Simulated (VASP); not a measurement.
Set up this calculation in VASP 6.6.1, as the native input.

```
Task                    : density of states
Functional              : PBEsol
Potentials or basis     : VASP PAW PBE potentials, release 64 (Au)
Cutoff                  : 520 eV
k mesh                  : 6 × 6 × 3
Occupations             : fermi-dirac, width 0.05 eV
Spin                    : no spin polarisation
Dipole correction       : no
k mesh for the DOS      : 9 × 9 × 5
Occupations for the DOS : tetrahedron
Further INCAR settings  : ALGO = Normal; EDIFF = 1e-06
```

Crystal: Au.

```
CELL_PARAMETERS angstrom
2.81549 0.00000 0.00000
-0.01296 2.82018 0.00000
-1.13789 -1.18541 4.92401
ATOMIC_POSITIONS crystal
Au 0.67286 0.66596 0.27405
Au 0.32714 0.33404 0.72594
```

These files were run (other wordings do the same):

POSCAR

```
Au
1.0
    2.8154890579      0.0000000000      0.0000000000
   -0.0129553469      2.8201795887      0.0000000000
   -1.1378916452     -1.1854109603      4.9240140333
Au
2
Direct
    0.6728620000      0.6659620000      0.2740550000
    0.3271380000      0.3340380000      0.7259450000
```

INCAR.step1

```
SYSTEM = Au
PREC = Accurate
ENCUT = 520
EDIFF = 1E-6
ISMEAR = -1
SIGMA = 0.05
LREAL = .False.
LASPH = .True.
NELM = 60
ALGO = Normal
ISIF = 2
LWAVE = .False.
LCHARG = .True.
LMAXMIX = 4
GGA = PS
NBANDS = 18
```

KPOINTS.step1

```
regular mesh
0
Gamma
  6 6 3
  0 0 0
```

INCAR.step2

```
SYSTEM = Au
PREC = Accurate
ENCUT = 520
EDIFF = 1E-6
ISMEAR = -5
SIGMA = 0.05
LREAL = .False.
LASPH = .True.
NELM = 60
ALGO = Normal
ISIF = 2
LWAVE = .False.
LCHARG = .False.
LMAXMIX = 4
GGA = PS
LORBIT = 11
NEDOS = 2001
ICHARG = 11
```

KPOINTS.step2

```
regular mesh
0
Gamma
  9 9 5
  0 0 0
```

Potentials or basis: VASP PAW PBE potentials, release 64 (Au).

Run with:

```console
$ cat potpaw_PBE.64/Au/POTCAR > POTCAR
$ cp INCAR.step1 INCAR
$ cp KPOINTS.step1 KPOINTS
$ mpirun -np 1 vasp_std > vasp.out
$ cp INCAR.step2 INCAR
$ cp KPOINTS.step2 KPOINTS
$ mpirun -np 1 vasp_std > vasp.out
```

Results of the run:

```json
{"Valence electrons inside the program's atomic spheres": "Au 9.59"}
```

Caveat: the k points lie up to 0.43 Å⁻¹ apart; spin-orbit coupling is left out, which moves the levels of the heavy elements.

Wall time 48 s on 1 thread of Intel(R) Xeon(R) Platinum 8488C (Sapphire Rapids), with other jobs on the host, peak memory 0.23 GiB.
